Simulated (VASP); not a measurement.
# Ni3Ge in VASP: further runs

The runs below take Ni3Ge through single point, with PBEsol.

All numbers are computed with VASP 6.6.1; they aren't measurements. Logs are shortened: lines on timing, memory, paths and dates and some standing lists are left out, and cuts for length are marked.

### 1 The cell of the first run

The structure is cubic, space group Pm-3m (No. 221). The conventional cell has a = 3.489 Å, b = 3.489 Å, c = 3.489 Å, α = 90.00°, β = 90.00°, γ = 90.00°. Within 3.3 Å of Ni (site symmetry 4/mmm) lie 8 Ni at 2.47 Å and 4 Ge at 2.47 Å. Ge (site symmetry m-3m) has 12 Ni at 2.47 Å within 3.3 Å.

### 2 Single point, PBEsol (10.62 Å³/atom)

INCAR reads:

```
SYSTEM = Ni3Ge
PREC = Accurate
ENCUT = 520
EDIFF = 1E-7
ISMEAR = 0
SIGMA = 0.1
LREAL = .FALSE.
LASPH = .TRUE.
NELM = 60
ALGO = Normal
ISIF = 2
LWAVE = .FALSE.
LCHARG = .FALSE.
GGA = PS
NBANDS = 30
```

KPOINTS reads:

```
regular mesh
0
G
  12 12 12
  0 0 0
```

POSCAR reads:

```
Ni3Ge
1.0
    3.4893066462      0.0000000000      0.0000000000
    0.0000000000      3.4893066462      0.0000000000
    0.0000000000      0.0000000000      3.4893066462
Ni Ge
3 1
Direct
    0.5000000000      0.0000000000      0.5000000000
    0.0000000000      0.5000000000      0.5000000000
    0.5000000000      0.5000000000      0.0000000000
    0.0000000000      0.0000000000      0.0000000000
```

Potentials or basis: VASP PAW PBE potentials, release 64 (Ni, Ge_d).

Command:

```bash
$ cat potpaw_PBE.64/Ni/POTCAR potpaw_PBE.64/Ge_d/POTCAR > POTCAR
$ mpirun -np 1 vasp_std > vasp.out
```

OUTCAR:

```text
SYSTEM = Ni3Ge
   PREC = Accurate
   ENCUT = 520
   EDIFF = 1E-7
   ISMEAR = 0
   LREAL = .FALSE.
   LASPH = .TRUE.
   NELM = 60
   ISIF = 2
   GGA = PS

 ion  position               nearest neighbor table
   1  0.500  0.000  0.500-   2 2.47   3 2.47   4 2.47   3 2.47   4 2.47   2 2.47   3 2.47   3 2.47
                             2 2.47   4 2.47   4 2.47   2 2.47
   2  0.000  0.500  0.500-   1 2.47   3 2.47   4 2.47   3 2.47   4 2.47   1 2.47   4 2.47   4 2.47
                             1 2.47   3 2.47   3 2.47   1 2.47
   3  0.500  0.500  0.000-   1 2.47   2 2.47   4 2.47   1 2.47   2 2.47   1 2.47   4 2.47   1 2.47
                             2 2.47   4 2.47   2 2.47   4 2.47
   4  0.000  0.000  0.000-   1 2.47   2 2.47   3 2.47   1 2.47   2 2.47   2 2.47   3 2.47   2 2.47
                             1 2.47   3 2.47   1 2.47   3 2.47

  LATTYP: Found a simple cubic cell.
 ALAT       =     3.4893066462

  Lattice vectors:

 A1 = (   3.4893066462,   0.0000000000,   0.0000000000)
 A2 = (   0.0000000000,   3.4893066462,   0.0000000000)
 A3 = (   0.0000000000,   0.0000000000,   3.4893066462)

Analysis of symmetry for initial positions (statically):
=====================================================================
 Subroutine PRICEL returns:
 Original cell was already a primitive cell.

 Routine SETGRP: Setting up the symmetry group for a
 simple cubic supercell.

 Subroutine GETGRP returns: Found 48 space group operations
 (whereof 48 operations were pure point group operations)
 out of a pool of 48 trial point group operations.

The static configuration has the point symmetry O_h .

Analysis of symmetry for dynamics (positions and initial velocities):
=====================================================================
 Subroutine PRICEL returns:
 Original cell was already a primitive cell.

 Routine SETGRP: Setting up the symmetry group for a
 simple cubic supercell.

 Subroutine GETGRP returns: Found 48 space group operations
 (whereof 48 operations were pure point group operations)
 out of a pool of 48 trial point group operations.

The dynamic configuration has the point symmetry O_h .

 Subroutine INISYM returns: Found 48 space group operations
 (whereof 48 operations are pure point group operations),
 and found     1 'primitive' translations

----------------------------------------------------------------------------------------

                                     Primitive cell

  volume of cell :      42.4832

  direct lattice vectors                    reciprocal lattice vectors
     3.489306646  0.000000000  0.000000000     0.286589888  0.000000000  0.000000000
     0.000000000  3.489306646  0.000000000     0.000000000  0.286589888  0.000000000
     0.000000000  0.000000000  3.489306646     0.000000000  0.000000000  0.286589888

  length of vectors
     3.489306646  3.489306646  3.489306646     0.286589888  0.286589888  0.286589888

  position of ions in fractional coordinates (direct lattice)
     0.500000000  0.000000000  0.500000000
     0.000000000  0.500000000  0.500000000
     0.500000000  0.500000000  0.000000000
     0.000000000  0.000000000  0.000000000

  ion indices of the primitive-cell ions
   primitive index   ion index
                 1           1
                 2           2
                 3           3
                 4           4

----------------------------------------------------------------------------------------

 KPOINTS: regular mesh

Automatic generation of k-mesh.
 Grid dimensions read from file:
 generate k-points for:   12   12   12

 Generating k-lattice:

  Cartesian coordinates                     Fractional coordinates (reciprocal lattice)
     0.023882491  0.000000000  0.000000000     0.083333333  0.000000000  0.000000000
     0.000000000  0.023882491  0.000000000     0.000000000  0.083333333  0.000000000
     0.000000000  0.000000000  0.023882491     0.000000000  0.000000000  0.083333333

  Length of vectors
     0.023882491  0.023882491  0.023882491

  Shift w.r.t. Gamma in fractional coordinates (k-lattice)
     0.000000000  0.000000000  0.000000000

 Subroutine IBZKPT returns following result:
 ===========================================

 Found     84 irreducible k-points:

 Following reciprocal coordinates:
            Coordinates               Weight
  0.000000  0.000000  0.000000      1.000000
  0.083333  0.000000  0.000000      6.000000
  0.166667  0.000000  0.000000      6.000000
  0.250000  0.000000  0.000000      6.000000
  0.333333  0.000000  0.000000      6.000000
  0.416667  0.000000  0.000000      6.000000
[... 16 lines left out ...]
  0.333333  0.333333  0.000000     12.000000
  0.416667  0.333333  0.000000     24.000000
 [... further k-points ...]
   k-points           NKPTS =     84   k-points in BZ     NKDIM =     84   number of bands    NBANDS=     30
   number of dos      NEDOS =    301   number of ions     NIONS =      4
   total plane-waves  NPLWV =  21952
   dimension x,y,z NGX =    28 NGY =   28 NGZ =   28
   dimension x,y,z NGXF=    56 NGYF=   56 NGZF=   56
   ions per type =               3   1
   NGX,Y,Z   is equivalent  to a cutoff of  13.34, 13.34, 13.34 a.u.
   NGXF,Y,Z  is equivalent  to a cutoff of  26.68, 26.68, 26.68 a.u.
 SYSTEM =  Ni3Ge
   PREC   = accura    normal or accurate (medium, high low for compatibility)
   ISTART =      0    job   : 0-new  1-cont  2-samecut
   ICHARG =      2    charge: 1-file 2-atom 10-const
   ISPIN  =      1    spin polarized calculation?
   LNONCOLLINEAR =      F non collinear calculations
   LSORBIT =      F    spin-orbit coupling
   LASPH  =      T    aspherical Exc in radial PAW
   ENCUT  =  520.0 eV  38.22 Ry    6.18 a.u.   6.49  6.49  6.49*2*pi/ulx,y,z
   NELM   =     60;   NELMIN=  2; NELMDL= -5     # of ELM steps
   EDIFF  = 0.1E-06   stopping-criterion for ELM
   LREAL  =      F    real-space projection
   EDIFFG = 0.1E-05   stopping-criterion for IOM
   NSW    =      0    number of steps for IOM
   IBRION =     -1    ionic relax: 0-MD 1-quasi-New 2-CG
   NFREE  =      0    steps in history (QN), initial steepest desc. (CG)
   ISIF   =      2    stress and relaxation
   ISYM   =      2    0-nonsym 1-usesym 2-fastsym
   POTIM  = 0.5000    time-step for ionic-motion
   TEBEG  =    0.0;   TEEND  =   0.0 temperature during run
   PSTRESS=    0.0 pullay stress
   NELECT =      44.0000    total number of electrons
   NUPDOWN=      -1.0000    fix difference up-down
   EMIN   =  10.00;   EMAX   =-10.00  energy-range for DOS
   EFERMI =   0.00;   METHOD = LEGACY
   ISMEAR =     0;   SIGMA  =   0.10  broadening in eV -4-tet -1-fermi 0-gaus
   EFERMI_NEDOS =   21; number of points for ismear=-14 and -15
   IALGO  =     38    algorithm
   IMIX   =      4    mixing-type and parameters
     AMIX     =   0.40;   BMIX     =  1.00
     AMIX_MAG =   1.60;   BMIX_MAG =  1.00
  volume/ion in A,a.u.               =      10.62        71.67
  Fermi-wavevector in a.u.,A,eV,Ry     =   1.656354  3.130056 37.327716  2.743510
  Thomas-Fermi vector in A             =   2.744293
   LORBIT       =      0    0 simple, 1 ext, 2 COOP (PROOUT), +10 PAW based schemes
   GGA     = PS    functional components
   LHFCALC =     F    Hartree Fock is set to
   AEXX    =    0.0000 exact exchange contribution
   IVDW    =     0    specifies the selected vdW correction
   LEPSILON=     F    determine dielectric tensor
   LRPA    =     F    only Hartree local field effects (RPA)
 non-spin polarized calculation
 Gauss-broadening in eV      SIGMA  =   0.10
  energy-cutoff  :      520.00
  volume of cell :       42.48
 maximum number of plane-waves:      1189
 NGX is ok and might be reduce to    28
   NGX = 13   NGY = 13   NGZ = 13

 number of electron      43.9999962 magnetization

 Free energy of the ion-electron system (eV)
  ---------------------------------------------------
  ext. energy  EPLUGINS =         0.00000000
  ---------------------------------------------------
  free energy    TOTEN  =       -24.71447592 eV

  energy without entropy =      -24.70451211  energy(sigma->0) =      -24.70949401

 E-fermi :  10.7254     XC(G=0): -13.8610

 val. band max:       10.7154880779   @ k =   0.0833   0.0833   0.0000
 cond. band min:      10.7471732255   @ k =   0.4167   0.4167   0.3333
 fundamental gap:      0.0316851477
 Fermi energy:        10.7253885949

 k-point     1 :       0.0000    0.0000    0.0000
  band No.  band energies     occupation
      1     -13.8899      2.00000
      2     -13.8899      2.00000
      3     -13.8728      2.00000
      4     -13.8728      2.00000
      5     -13.8728      2.00000
      6      -2.1319      2.00000
[... 22 lines left out ...]
     29      21.5185      0.00000
     30      21.5185      0.00000

 k-point     2 :       0.0833    0.0000    0.0000
  band No.  band energies     occupation
      1     -13.8896      2.00000
      2     -13.8879      2.00000
      3     -13.8728      2.00000
      4     -13.8728      2.00000
      5     -13.8727      2.00000
      6      -2.0505      2.00000
[... 22 lines left out ...]
     29      21.3409      0.00000
     30      21.3409      0.00000

 k-point     3 :       0.1667    0.0000    0.0000
  band No.  band energies     occupation
      1     -13.8886      2.00000
      2     -13.8822      2.00000
      3     -13.8729      2.00000
      4     -13.8729      2.00000
      5     -13.8725      2.00000
      6      -1.8102      2.00000
[... 22 lines left out ...]
     29      20.6467      0.00000
     30      20.8049      0.00000

 k-point     4 :       0.2500    0.0000    0.0000
  band No.  band energies     occupation
      1     -13.8872      2.00000
      2     -13.8745      2.00000
      3     -13.8729      2.00000
      4     -13.8729      2.00000
      5     -13.8721      2.00000
      6      -1.4249      2.00000
[... 616 lines left out ...]
     29      21.5141      0.00000
     30      22.2142      0.00000

 k-point    23 :       0.3333    0.3333    0.0000
  band No.  band energies     occupation
      1     -13.8816      2.00000
      2     -13.8746      2.00000
      3     -13.8725      2.00000
      4     -13.8722      2.00000
      5     -13.8536      2.00000
      6       0.1208      2.00000
[... 22 lines left out ...]
     29      21.1242      0.00000
     30      21.6106      0.00000

 k-point    24 :       0.4167    0.3333    0.0000
  band No.  band energies     occupation
      1     -13.8833      2.00000
      2     -13.8735      2.00000
      3     -13.8725      2.00000
      4     -13.8722      2.00000
      5     -13.8490      2.00000
      6       0.5330      2.00000
[... 22 lines left out ...]
     29      20.8818      0.00000
     30      21.9738      0.00000

 [... further k-points ...]

------------------------ aborting loop because EDIFF is reached ----------------------------------------

  FORCE on cell =-STRESS in cart. coord.  units (eV):
  Direction    XX          YY          ZZ          XY          YZ          ZX
  --------------------------------------------------------------------------------------
  -------------------------------------------------------------------------------------
  Total        1.9535220      1.9535220      1.9535220      0.0000000      0.0000000     -0.0000000
  in kB       73.6735303     73.6735303     73.6735303      0.0000000      0.0000000     -0.0000000
  external PRESSURE =      73.6735303 kB  Pullay stress =       0.0000000 kB

 VOLUME and BASIS-vectors are now :
 -----------------------------------------------------------------------------
  energy-cutoff  :      520.00
  volume of cell :       42.48
      direct lattice vectors                 reciprocal lattice vectors
     3.489306646  0.000000000  0.000000000     0.286589888  0.000000000  0.000000000
     0.000000000  3.489306646  0.000000000     0.000000000  0.286589888  0.000000000
     0.000000000  0.000000000  3.489306646     0.000000000  0.000000000  0.286589888

 POSITION                                       TOTAL-FORCE (eV/Angst)
 -----------------------------------------------------------------------------------
      1.74465      0.00000      1.74465         0.000000      0.000000      0.000000
      0.00000      1.74465      1.74465         0.000000      0.000000      0.000000
      1.74465      1.74465      0.00000         0.000000      0.000000      0.000000
      0.00000      0.00000      0.00000         0.000000      0.000000      0.000000
 -----------------------------------------------------------------------------------
    total drift:                                0.000000      0.000000      0.000000

  FREE ENERGIE OF THE ION-ELECTRON SYSTEM (eV)
  ---------------------------------------------------
  free  energy   TOTEN  =       -24.7144759186 eV

  energy  without entropy=      -24.7045121088  energy(sigma->0) =      -24.70949401
```

It took 2.9 min on 1 thread of Intel Xeon 8259CL, shared host; peak memory 0.23 GiB.

What came out:

- Free energy: -24.7145 eV
- Pressure: 7.4 GPa
- Band gap on the k mesh: zero (bands 22 and 23 overlap by 0.25 eV)

Caveat: the cell stands under pressure; the PAW data sets were made with another functional, which shifts forces and pressure a little. Spin polarisation is off, so any magnetic state and its effect on volume and gap are missing.

### 3 Single point, PBEsol

This run uses another cell than the first one, of 10.95 Å³/atom.

Edit INCAR of step 2 so:

```diff
@@ -3,3 +3,3 @@
 ENCUT = 520
-EDIFF = 1E-7
+EDIFF = 1E-6
 ISMEAR = 0
@@ -8,3 +8,3 @@
 LASPH = .TRUE.
-NELM = 60
+NELM = 80
 ALGO = Normal
```

KPOINTS is that of step 2.

POSCAR reads:

```
Ni3Ge
1.0
    3.5249142754      0.0000000000      0.0000000000
    0.0000000000      3.5249142754      0.0000000000
    0.0000000000      0.0000000000      3.5249142754
Ni Ge
3 1
Direct
    0.5000000000      0.0000000000      0.5000000000
    0.0000000000      0.5000000000      0.5000000000
    0.5000000000      0.5000000000      0.0000000000
    0.0000000000      0.0000000000      0.0000000000
```

Potentials or basis: VASP PAW PBE potentials, release 64 (Ni, Ge_d).

Command:

```bash
$ cat potpaw_PBE.64/Ni/POTCAR potpaw_PBE.64/Ge_d/POTCAR > POTCAR
$ mpirun -np 1 vasp_std > vasp.out
```

Wall time 2.9 min (1 thread of Intel Xeon 8259CL, shared host); peak memory 0.23 GiB.

Results (log left out):

| Property | Result |
| --- | --- |
| Free energy | -24.7449 eV |
| Pressure | 0.4 GPa |
| Band gap on the k mesh | zero (bands 22 and 23 overlap by 0.23 eV) |

Levels at points of the mesh, in eV from the Fermi level:
| k point | band 20 | band 21 | band 22 | band 23 | band 24 | band 25 |
| --- | --- | --- | --- | --- | --- | --- |
| (0.00, 0.00, 0.00) | -0.59 | -0.29 | 0.03 | 0.03 | 0.03 | 4.01 |
| (0.50, 0.00, 0.00) | -1.15 | -0.54 | 0.03 | 3.64 | 3.64 | 4.71 |
| (0.50, 0.50, 0.00) | -1.12 | -0.95 | -0.94 | 0.64 | 0.64 | 5.74 |
| (0.50, 0.50, 0.50) | -1.17 | -0.54 | -0.20 | -0.20 | -0.20 | 0.71 |

Caveat: the PAW data sets were made with another functional, which shifts forces and pressure a little.

(Continued in part 2 of 2.)

The gap in the log of VASP goes by the Fermi energy; the results here count the filled bands.